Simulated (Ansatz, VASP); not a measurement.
# Al2BN3: VASP beside Ansatz

The input INCAR:

```
SYSTEM = Al2BN3
  PREC = Accurate
  ENCUT = 520
  EDIFF = 1E-6
  ISMEAR = 0
  SIGMA = 0.1
  LREAL = .False.
  LASPH = .True.
  NELM = 80
  ALGO = Normal
  ISIF = 2
  LWAVE = .False.
  LCHARG = .False.
  GGA = PE
  NBANDS = 36
```

File KPOINTS:

```
regular mesh
0
Gamma
  6 6 1
  0 0 0
```

The input POSCAR:

```
Al2BN3
1.0
    2.7249106000      0.0000000000      0.0000000000
   -1.3624553000      2.3598418000      0.0000000000
    0.0000000000      0.0000000000     21.7133136800
Al B N
4 2 6
Direct
    0.3333333300      0.6666666700      0.0833333300
    0.3333333300      0.6666666700      0.4166666700
    0.6666666700      0.3333333300      0.5833333300
    0.6666666700      0.3333333300      0.9166666700
    0.3333333300      0.6666666700      0.7500000000
    0.6666666700      0.3333333300      0.2500000000
    0.3333333300      0.6666666700      0.2500000000
    0.3333333300      0.6666666700      0.5833333300
    0.3333333300      0.6666666700      0.9166666700
    0.6666666700      0.3333333300      0.0833333300
    0.6666666700      0.3333333300      0.4166666700
    0.6666666700      0.3333333300      0.7500000000
```

Input for Ansatz:

```yaml
crystal:
  lattice:
    - [2.7249106, 0.0, 0.0]
    - [-1.3624553, 2.3598418, 0.0]
    - [0.0, 0.0, 21.71331368]
  atoms:
    - { symbol: Al, position: [0.33333333, 0.66666667, 0.08333333] }
    - { symbol: Al, position: [0.33333333, 0.66666667, 0.41666667] }
    - { symbol: Al, position: [0.66666667, 0.33333333, 0.58333333] }
    - { symbol: Al, position: [0.66666667, 0.33333333, 0.91666667] }
    - { symbol: B, position: [0.33333333, 0.66666667, 0.75] }
    - { symbol: B, position: [0.66666667, 0.33333333, 0.25] }
    - { symbol: "N", position: [0.33333333, 0.66666667, 0.25] }
    - { symbol: "N", position: [0.33333333, 0.66666667, 0.58333333] }
    - { symbol: "N", position: [0.33333333, 0.66666667, 0.91666667] }
    - { symbol: "N", position: [0.66666667, 0.33333333, 0.08333333] }
    - { symbol: "N", position: [0.66666667, 0.33333333, 0.41666667] }
    - { symbol: "N", position: [0.66666667, 0.33333333, 0.75] }
basis:
  ecutwfc: 420
kpoints:
  mp_grid: { grid: [6, 6, 1] }
hamiltonian:
  xc: pbe
scf:
  occupations: { method: gaussian, width: 0.1 }
  lower_state_search: "off"
output:
  forces: true
  stress: true
  eigenvalues: true
```

Alike in both runs: task single point; functional PBE; k mesh 6 × 6 × 1; occupations gaussian, width 0.1 eV; no spin polarisation.

|  | VASP | Ansatz |
| --- | --- | --- |
| version | VASP 6.6.1 | Ansatz 0.2.0 |
| potentials or method | VASP PAW PBE potentials, release 64 (Al, B, N), cutoff 520 eV | scalar-relativistic, plane waves, PAW |
| valence electrons in the cell | 48 | 48 |

```csv
,VASP,Ansatz,Ansatz less VASP
gap on the k mesh at the Fermi level (eV),3.26,3.28,+0.024
least direct gap on the mesh (eV),3.26,3.29,+0.031
rms of the force components (eV/Å),0.027,0.027,-0.0003
```

Atom by atom the forces differ by 0.000 eV/Å (rms over components).

The k mesh is coarse, so the values compare programs but aren't converged.
